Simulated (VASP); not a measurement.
# La (P6_3/mmc) in VASP: a series of runs, part 2 of 2

VASP 6.6.1.

**4. Single point, PBE (33.32 Å³/atom)**

This run uses another cell than the first one, of 33.32 Å³/atom.

Input file INCAR:

```
SYSTEM = La
ALGO = Normal
EDIFF = 1E-6
ENCUT = 520
GGA = PE
ISIF = 2
ISMEAR = -1
LASPH = .TRUE.
LCHARG = .FALSE.
LREAL = .FALSE.
LWAVE = .FALSE.
NBANDS = 18
NELM = 100
PREC = Accurate
SIGMA = 0.1
```

Input file KPOINTS:

```
k-points
0
G
  16 16 9
  0 0 0
```

Input file POSCAR:

```
La
1.0
    3.6255431205      0.0000000000      0.0000000000
   -1.8127715602      3.1398124449      0.0000000000
    0.0000000000      0.0000000000      5.8541770713
La
2
Direct
    0.3333333333      0.6666666667      0.2500000000
    0.6666666667      0.3333333333      0.7500000000
```

Potentials or basis: VASP PAW PBE potentials, release 64 (La).

Started as:

```
$ cat potpaw_PBE.64/La/POTCAR > POTCAR
$ mpirun -np 1 vasp_std > vasp.out
```

OUTCAR:

```text
SYSTEM = La
   EDIFF = 1E-6
   ENCUT = 520
   GGA = PE
   ISIF = 2
   ISMEAR = -1
   LASPH = .TRUE.
   LREAL = .FALSE.
   NELM = 100
   PREC = Accurate

 ion  position               nearest neighbor table
   1  0.333  0.667  0.250-   2 3.60   2 3.60   2 3.60   2 3.60   2 3.60   2 3.60
   2  0.667  0.333  0.750-   1 3.60   1 3.60   1 3.60   1 3.60   1 3.60   1 3.60

  LATTYP: Found a hexagonal cell.
 ALAT       =     3.6255431205
 C/A-ratio  =     1.6147034739

  Lattice vectors:

 A1 = (   3.6255431205,   0.0000000000,   0.0000000000)
 A2 = (  -1.8127715602,   3.1398124449,   0.0000000000)
 A3 = (   0.0000000000,   0.0000000000,   5.8541770713)

Analysis of symmetry for initial positions (statically):
=====================================================================
 Subroutine PRICEL returns:
 Original cell was already a primitive cell.

 Routine SETGRP: Setting up the symmetry group for a
 hexagonal supercell.

 Subroutine GETGRP returns: Found 24 space group operations
 (whereof 12 operations were pure point group operations)
 out of a pool of 24 trial point group operations.

The static configuration has the point symmetry D_3d.
[... 162 lines left out ...]

 E-fermi :   8.9453     XC(G=0): -10.0098

 val. band max:        8.9447443214   @ k =   0.2500  -0.0000   0.0000
 cond. band min:       8.9477061439   @ k =   0.1250   0.1250   0.2222
 fundamental gap:      0.0029618225
 Fermi energy:         8.9453036797

 k-point     1 :       0.0000    0.0000    0.0000
  band No.  band energies     occupation
      1     -23.7859      2.00000
      2     -23.4742      2.00000
      3      -8.4208      2.00000
      4      -6.7985      2.00000
      5      -6.7985      2.00000
      6      -6.5474      2.00000
[... 481 lines left out ...]
      5      -7.7497      2.00000
      6      -7.2578      2.00000
[... 10 lines left out ...]
     17      11.1329      0.00000
     18      11.1525      0.00000

 [... further k-points ...]

------------------------ aborting loop because EDIFF is reached ----------------------------------------

  FORCE on cell =-STRESS in cart. coord.  units (eV):
  Direction    XX          YY          ZZ          XY          YZ          ZX
  --------------------------------------------------------------------------------------
  -------------------------------------------------------------------------------------
  Total        1.5085584      1.5085584      1.7225514      0.0000000      0.0000000      0.0000000
  in kB       36.2685405     36.2685405     41.4133291      0.0000000      0.0000000      0.0000000
  external PRESSURE =      37.9834700 kB  Pullay stress =       0.0000000 kB

 VOLUME and BASIS-vectors are now :
 -----------------------------------------------------------------------------
  energy-cutoff  :      520.00
  volume of cell :       66.64
      direct lattice vectors                 reciprocal lattice vectors
     3.625543121  0.000000000  0.000000000     0.275820744  0.159245181  0.000000000
    -1.812771560  3.139812445  0.000000000     0.000000000  0.318490361  0.000000000
     0.000000000  0.000000000  5.854177071     0.000000000  0.000000000  0.170818202

 POSITION                                       TOTAL-FORCE (eV/Angst)
 -----------------------------------------------------------------------------------
     -0.00000      2.09321      1.46354         0.000000     -0.000000      0.000000
      1.81277      1.04660      4.39063        -0.000000      0.000000      0.000000
 -----------------------------------------------------------------------------------
    total drift:                               -0.000000      0.000000     -0.000000

  FREE ENERGIE OF THE ION-ELECTRON SYSTEM (eV)
  ---------------------------------------------------
  free  energy   TOTEN  =        -9.6745287391 eV

  energy  without entropy=       -9.5558412861  energy(sigma->0) =       -9.61518501
```

OSZICAR:

```text
N       E                     dE             d eps       ncg     rms          rms(c)
DAV:   1     0.248801908115E+03    0.24880E+03   -0.80399E+03  5440   0.173E+03
DAV:   2     0.263063485011E+02   -0.22250E+03   -0.21905E+03  7704   0.307E+02
DAV:   3    -0.622248124821E+01   -0.32529E+02   -0.31510E+02  8984   0.138E+02
DAV:   4    -0.943303267334E+01   -0.32106E+01   -0.31620E+01 10752   0.370E+01
DAV:   5    -0.967313841410E+01   -0.24011E+00   -0.23941E+00  8824   0.978E+00    0.385E+00
DAV:   6    -0.967929609851E+01   -0.61577E-02   -0.42430E-01 10768   0.465E+00    0.200E+00
DAV:   7    -0.966834445501E+01    0.10952E-01   -0.52126E-02  9056   0.176E+00    0.522E-01
DAV:   8    -0.967133658362E+01   -0.29921E-02   -0.18661E-02 10688   0.110E+00    0.194E-01
DAV:   9    -0.967095510014E+01    0.38148E-03   -0.34685E-04  8760   0.155E-01    0.211E-01
DAV:  10    -0.967424702181E+01   -0.32919E-02   -0.12799E-02  9136   0.795E-01    0.970E-02
DAV:  11    -0.967445806848E+01   -0.21105E-03   -0.10839E-03 10800   0.256E-01    0.823E-02
DAV:  12    -0.967446242263E+01   -0.43541E-05   -0.36453E-05  8696   0.486E-02    0.805E-02
DAV:  13    -0.967453008398E+01   -0.67661E-04   -0.25462E-04  9656   0.145E-01    0.246E-02
DAV:  14    -0.967453245892E+01   -0.23749E-05   -0.18950E-05 10760   0.454E-02    0.145E-02
DAV:  15    -0.967452916298E+01    0.32959E-05   -0.17056E-05  8640   0.420E-02    0.621E-03
DAV:  16    -0.967452873910E+01    0.42388E-06   -0.73583E-07  7040   0.151E-02
   1 F= -.96745287E+01 E0= -.96151850E+01  d E =-.118687E+00
```

stdout:

```text
POSCAR found type information on POSCAR La
 POSCAR found :  1 types and       2 ions
 scaLAPACK will be used
 LDA part: xc-table for (Slater+PW92), standard interpolation
 POSCAR, INCAR and KPOINTS ok, starting setup
 FFT: planning ... GRIDC
 FFT: planning ... GRID_SOFT
 FFT: planning ... GRID
 WAVECAR not read
 entering main loop
```

It took 3 min on 1 thread of Oxide Virtual Turin-like, shared host; peak memory 0.29 GiB.

What came out:

```yaml
Free_energy: -9.6745 eV
Pressure: 3.8 GPa
Band_gap_on_the_k_mesh: zero (bands 11 and 12 overlap by 1.54 eV)
```

Stress tensor (GPa, compression positive):
```
3.63 0.00 0.00
0.00 3.63 0.00
0.00 0.00 4.14
```

Caveat: the cell stands under pressure; spin-orbit coupling is left out, which moves the levels of the heavy elements.

**5. Single point, PBE (34.84 Å³/atom)**

This run uses another cell than the first one, of 34.84 Å³/atom.

Input file INCAR:

```
SYSTEM = La
ALGO     = Normal         ! electronic algorithm
EDIFF    = 1E-6           ! SCF threshold, eV
ENCUT    = 520            ! plane-wave cutoff, eV
GGA      = PE             ! functional
ISIF     = 2              ! what is computed and relaxed
ISMEAR   = -1             ! smearing method
LASPH    = .TRUE.         ! aspherical terms in the spheres
LCHARG   = .FALSE.        ! write CHGCAR
LREAL    = .FALSE.        ! projectors in reciprocal space
LWAVE    = .FALSE.        ! write WAVECAR
NBANDS   = 18             ! bands
NELM     = 80             ! most SCF steps
PREC     = Accurate       ! precision mode
SIGMA    = 0.1            ! smearing width, eV
```

KPOINTS is that of step 4.

Input file POSCAR:

```
La
1.0
    3.6796636834      0.0000000000      0.0000000000
   -1.8398318417      3.1866822272      0.0000000000
    0.0000000000      0.0000000000      5.9415657322
La
2
Direct
    0.3333333333      0.6666666667      0.2500000000
    0.6666666667      0.3333333333      0.7500000000
```

Started as:

```
$ cat potpaw_PBE.64/La/POTCAR > POTCAR
$ mpirun -np 1 vasp_std > vasp.out
```

Run time: 4.8 min. Hardware: 1 thread of Oxide Virtual Turin-like, shared host; peak memory 0.29 GiB.

Results (log left out):

```yaml
Free_energy: -9.7329 eV
Pressure: 2.4 GPa
Band_gap_on_the_k_mesh: zero (bands 11 and 12 overlap by 1.53 eV)
```

Stress tensor (GPa, compression positive):
```
2.29 0.00 0.00
0.00 2.29 0.00
0.00 0.00 2.59
```

Levels at points of the mesh, in eV from the Fermi level:
```csv
k point,band 7,band 8,band 9,band 10,band 11,band 12,band 13,band 14,band 15,band 16
"(0.00, 0.00, 0.00)",-15.64,-15.60,-3.10,-1.82,1.14,1.36,1.36,1.64,1.75,1.77
"(0.50, 0.00, 0.00)",-16.03,-15.84,-1.75,-1.24,-1.14,1.25,1.40,1.45,1.58,2.00
```

Caveat: spin-orbit coupling is left out, which moves the levels of the heavy elements.

**6. Summary**

```tsv
task	cell	k mesh	cutoff (eV)	gap on the mesh (eV)	pressure (GPa)
single point	a = 3.783, b = 3.783, c = 6.109 Å, angles 90.0, 90.0, 120.0°, 2 atoms	10 × 10 × 5	520	none	0.1
relaxation of cell and atoms	relaxed from a = 3.754, b = 3.754, c = 6.131 Å, angles 90.0, 90.0, 120.0°, 2 atoms	10 × 10 × 5	600	none	0.0
single point	a = 3.626, b = 3.626, c = 5.854 Å, angles 90.0, 90.0, 120.0°, 2 atoms	16 × 16 × 9	520	none	3.8
single point	a = 3.680, b = 3.680, c = 5.942 Å, angles 90.0, 90.0, 120.0°, 2 atoms	16 × 16 × 9	520	none	2.4
```

Alike in all rows: level PBE; potentials or basis VASP PAW PBE potentials, release 64 (La); no spin polarisation; smearing fermi-dirac 0.1 eV.

Caveats: spin-orbit coupling is left out, which moves the levels of the heavy elements; the cell stands under pressure (at least some runs).

Absolute energies hang on the potentials; compare differences alone.
